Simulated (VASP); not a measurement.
# ScTaN (P-3m1) in VASP: notebook, part 2 of 2

VASP 6.6.1. Earlier steps stand in the parts before.

### 5 Single point, LDA

The input, INCAR:

```
SYSTEM = ScTaN
PREC     = Accurate       ! precision mode
ENCUT    = 520            ! plane-wave cutoff, eV
EDIFF    = 1E-7           ! SCF threshold, eV
ISMEAR   = -1             ! smearing method
SIGMA    = 0.05           ! smearing width, eV
LREAL    = .FALSE.        ! projectors in reciprocal space
LASPH    = .TRUE.         ! aspherical terms in the spheres
NELM     = 80             ! most SCF steps
ALGO     = Normal         ! electronic algorithm
ISIF     = 2              ! what is computed and relaxed
LWAVE    = .FALSE.        ! write WAVECAR
LCHARG   = .FALSE.        ! write CHGCAR
GGA      = CA             ! functional
NBANDS   = 36             ! bands
```

The input, KPOINTS:

```
regular mesh
0
G
  10 10 3
  0 0 0
```

The input, POSCAR:

```
ScTaN
1.0
    3.0850655424      0.0000000000      0.0000000000
   -1.5425327712      2.6717451321      0.0000000000
    0.0000000000      0.0000000000     10.3401360000
Ta Sc N
2 2 2
Direct
    0.3333333333      0.6666666667      0.2456310000
    0.6666666667      0.3333333333      0.7543690000
    0.0000000000      0.0000000000      0.0000000000
    0.0000000000      0.0000000000      0.5000000000
    0.3333333333      0.6666666667      0.6298410000
    0.6666666667      0.3333333333      0.3701590000
```

The run is started by

```sh
> cat potpaw_LDA.64/Ta_pv/POTCAR potpaw_LDA.64/Sc_sv/POTCAR potpaw_LDA.64/N/POTCAR > POTCAR
> mpirun -np 1 vasp_std > vasp.out
```

Run time: 62 s. Hardware: 1 thread of Intel Xeon 6975P-C (Granite Rapids), shared host; peak memory 0.23 GiB.

It converged, with:

| Quantity | Value |
| --- | --- |
| Free energy | -64.3264 eV |
| Pressure | -10.6 GPa |
| Largest force | 0.462 eV/Å |
| Band gap on the k mesh | zero (band 27 reaches 6.59 eV, above the bottom of band 28 at 5.84 eV) |

Forces in eV/Å, atoms in the order of the input:
```
Ta   0.000  0.000  0.462
Ta   0.000  0.000 -0.462
Sc   0.000  0.000  0.000
Sc   0.000  0.000  0.000
N    0.000  0.000  0.202
N    0.000  0.000 -0.202
```

Stress tensor (GPa, compression positive):
```
-10.35   0.00   0.00
  0.00 -10.35   0.00
  0.00   0.00 -10.99
```

Levels at points of the mesh, in eV from the Fermi level:
| k point | band 24 | band 25 | band 26 | band 27 | band 28 | band 29 | band 30 | band 31 |
| --- | --- | --- | --- | --- | --- | --- | --- | --- |
| (0.00, 0.00, 0.00) | -1.26 | -1.25 | 0.54 | 0.54 | 0.75 | 0.75 | 1.36 | 1.36 |
| (0.50, 0.00, 0.00) | -1.75 | -1.16 | -0.83 | -0.35 | 0.38 | 0.56 | 1.98 | 2.31 |

Caveat: spin-orbit coupling is left out, which moves the levels of the heavy elements.

### 6 Single point, r2SCAN

POSCAR is that of step 5.

The input, INCAR.step1:

```
SYSTEM = ScTaN
  PREC = Accurate
  ENCUT = 520
  ISMEAR = -1
  SIGMA = 0.05
  LREAL = .False.
  LASPH = .True.
  NELM = 100
  NBANDS = 36
  GGA = PE
  ALGO = Normal
  EDIFF = 1E-4
  LWAVE = .True.
  LCHARG = .False.
```

The input, INCAR.step2:

```
SYSTEM = ScTaN
  PREC = Accurate
  ENCUT = 520
  EDIFF = 1E-6
  ISMEAR = -1
  SIGMA = 0.05
  LREAL = .False.
  LASPH = .True.
  NELM = 100
  ALGO = Normal
  ISIF = 2
  LWAVE = .False.
  LCHARG = .False.
  METAGGA = R2SCAN
  LMIXTAU = .True.
  NBANDS = 36
  ISTART = 1
```

The input, KPOINTS:

```
Automatic mesh
0
Gamma
  10 10 3
  0 0 0
```

Potentials or basis: VASP PAW PBE potentials, release 64 (Ta_pv, Sc_sv, N).

The run is started by

```sh
> cat potpaw_PBE.64/Ta_pv/POTCAR potpaw_PBE.64/Sc_sv/POTCAR potpaw_PBE.64/N/POTCAR > POTCAR
> cp INCAR.step1 INCAR
> mpirun -np 1 vasp_std > vasp.out
> cp INCAR.step2 INCAR
> mpirun -np 1 vasp_std > vasp.out
```

Run time: 3.7 min. Hardware: 1 thread of Intel Xeon 6975P-C (Granite Rapids), shared host; peak memory 0.28 GiB.

The run converged. Its results:

* Free energy: -145.1869 eV
* Pressure: -1.5 GPa
* Largest force: 0.095 eV/Å
* Band gap on the k mesh: zero (band 27 reaches 6.97 eV, above the bottom of band 28 at 6.08 eV)

Forces in eV/Å, atoms in the order of the input:
```
Ta   0.000  0.000 -0.036
Ta   0.000  0.000  0.036
Sc   0.000  0.000  0.000
Sc   0.000  0.000  0.000
N    0.000  0.000 -0.095
N    0.000  0.000  0.095
```

Stress tensor (GPa, compression positive):
```
-1.53  0.00  0.00
 0.00 -1.53  0.00
 0.00  0.00 -1.45
```

Levels at points of the mesh, in eV from the Fermi level:
```csv
k point,band 24,band 25,band 26,band 27,band 28,band 29,band 30,band 31
"(0.00, 0.00, 0.00)",-1.54,-1.32,0.69,0.69,0.69,0.98,1.55,1.55
"(0.50, 0.00, 0.00)",-1.92,-1.29,-0.95,-0.55,0.43,0.56,2.18,2.50
```

Caveat: the PAW data sets were made with another functional, which shifts forces and pressure a little; spin-orbit coupling is left out, which moves the levels of the heavy elements.

### 7 Relaxation of cell and atoms, LDA

The input, INCAR:

```
PREC     = Accurate       # precision mode
ENCUT    = 600            # plane-wave cutoff, eV
EDIFF    = 1E-6           # SCF threshold, eV
ISMEAR   = -1             # smearing method
SIGMA    = 0.05           # smearing width, eV
LREAL    = F              # projectors in reciprocal space
LASPH    = T              # aspherical terms in the spheres
NELM     = 100            # most SCF steps
ALGO     = Normal         # electronic algorithm
ISIF     = 3              # what is computed and relaxed
LWAVE    = F              # write WAVECAR
LCHARG   = F              # write CHGCAR
GGA      = CA             # functional
IBRION   = 2              # ionic algorithm
NSW      = 60             # ionic steps
EDIFFG   = -0.01          # ionic threshold
```

The input, KPOINTS:

```
regular mesh
0
Gamma
  10 10 3
```

POSCAR is that of step 6.

Potentials or basis: VASP PAW LDA potentials, release 64 (Ta_pv, Sc_sv, N).

The run is started by

```sh
> cat potpaw_LDA.64/Ta_pv/POTCAR potpaw_LDA.64/Sc_sv/POTCAR potpaw_LDA.64/N/POTCAR > POTCAR
> mpirun -np 1 vasp_std > vasp.out
```

It took 7.4 min on 1 thread of Intel Xeon 6975P-C (Granite Rapids), shared host; peak memory 0.29 GiB.

The run converged. Its results:

```yaml
Free_energy: -64.4787 eV
Relaxed_volume: 13.48 Å³/atom
Relaxed_cell: a = 3.035 Å, b = 3.035 Å, c = 10.139 Å, α = 90.00°, β = 90.00°, γ = 120.00°
Space_group_after_relaxing_to_0.05_Å: P-3m1 (No. 164)
Energy_gained_by_relaxing: 25.2 meV/atom
Ionic_steps: 10
Pressure_after_relaxing: -0.1 GPa
Largest_force_after_relaxing: 0.006 eV/Å
Band_gap_on_the_k_mesh: zero (band 27 reaches 7.05 eV, above the bottom of band 28 at 6.27 eV)
```

Forces in eV/Å, atoms in the order of the input:
```
Ta   0.000  0.000 -0.006
Ta   0.000  0.000  0.006
Sc   0.000  0.000  0.000
Sc   0.000  0.000  0.000
N    0.000  0.000  0.004
N    0.000  0.000 -0.004
```

Step by step:
```csv
step,energy change (eV),largest force (eV/Å),pressure (GPa),volume (Å³)
1,0.0000,0.4623,-10.57,85.23
2,0.3644,1.6701,24.58,74.19
3,-0.1487,0.1587,-0.45,81.15
4,-0.1488,0.1755,-0.20,81.06
5,-0.1488,0.1900,0.04,80.97
6,-0.1507,0.0475,0.17,80.81
7,-0.1507,0.0550,0.18,80.79
8,-0.1509,0.0387,-0.25,80.94
9,-0.1510,0.0412,-0.22,80.92
10,-0.1511,0.0060,-0.08,80.86
```

Final structure:
```
Ta Sc N
1.0
     3.03468    0.00000    0.00000
    -1.51734    2.62811    0.00000
     0.00000    0.00000   10.13892
Ta Sc N
2 2 2
Direct
  0.33333 0.66667 0.24527
  0.66667 0.33333 0.75473
  0.00000 0.00000 0.00000
  0.00000 0.00000 0.50000
  0.33333 0.66667 0.63028
  0.66667 0.33333 0.36972
```

Levels at points of the mesh, in eV from the Fermi level:
| k point | band 23 | band 24 | band 25 | band 26 | band 27 | band 28 | band 29 | band 30 | band 31 | band 32 |
| --- | --- | --- | --- | --- | --- | --- | --- | --- | --- | --- |
| (0.00, 0.00, 0.00) | -3.78 | -1.29 | -1.18 | 0.53 | 0.53 | 0.78 | 0.81 | 1.43 | 1.43 | 1.75 |
| (0.50, 0.00, 0.00) | -2.85 | -1.80 | -1.24 | -0.86 | -0.30 | 0.36 | 0.69 | 2.04 | 2.45 | 3.86 |

Caveat: spin-orbit coupling is left out, which moves the levels of the heavy elements.

### 8 The runs side by side

```tsv
task	level	potentials or basis	cell	cutoff (eV)	gap on the mesh (eV)	pressure (GPa)	relaxed volume (Å³/atom)	largest force (eV/Å)
relaxation of cell and atoms	PBEsol+D3(BJ)	VASP PAW PBE potentials, release 64 (Ta_pv, Sc_sv, N)	relaxed from a = 3.085, b = 3.085, c = 10.340 Å, angles 90.0, 90.0, 120.0°, 6 atoms	600	none	0.0	13.39	-
relaxation of cell and atoms	PBEsol+D4	VASP PAW PBE potentials, release 64 (Ta_pv, Sc_sv, N)	relaxed from a = 3.085, b = 3.085, c = 10.340 Å, angles 90.0, 90.0, 120.0°, 6 atoms	600	none	0.0	13.62	0.01
single point	LDA	VASP PAW LDA potentials, release 64 (Ta_pv, Sc_sv, N)	a = 3.029, b = 3.029, c = 10.121 Å, angles 90.0, 90.0, 120.0°, 6 atoms	520	none	1.1	-	0.07
single point	LDA	VASP PAW LDA potentials, release 64 (Ta_pv, Sc_sv, N)	a = 3.085, b = 3.085, c = 10.340 Å, angles 90.0, 90.0, 120.0°, 6 atoms	520	none	-10.6	-	0.46
single point	r2SCAN	VASP PAW PBE potentials, release 64 (Ta_pv, Sc_sv, N)	a = 3.085, b = 3.085, c = 10.340 Å, angles 90.0, 90.0, 120.0°, 6 atoms	520	none	-1.5	-	0.09
relaxation of cell and atoms	LDA	VASP PAW LDA potentials, release 64 (Ta_pv, Sc_sv, N)	relaxed from a = 3.085, b = 3.085, c = 10.340 Å, angles 90.0, 90.0, 120.0°, 6 atoms	600	none	-0.1	13.48	0.01
```

Alike in all rows: no spin polarisation; k mesh 10 × 10 × 3; smearing fermi-dirac 0.05 eV.

Caveats: spin-orbit coupling is left out, which moves the levels of the heavy elements; the PAW data sets were made with another functional, which shifts forces and pressure a little (some runs); pairwise dispersion overbinds metals, which lowers pressure and volume (some runs).

Total energies depend on the potentials used, so only differences within one code and one set of settings carry meaning.
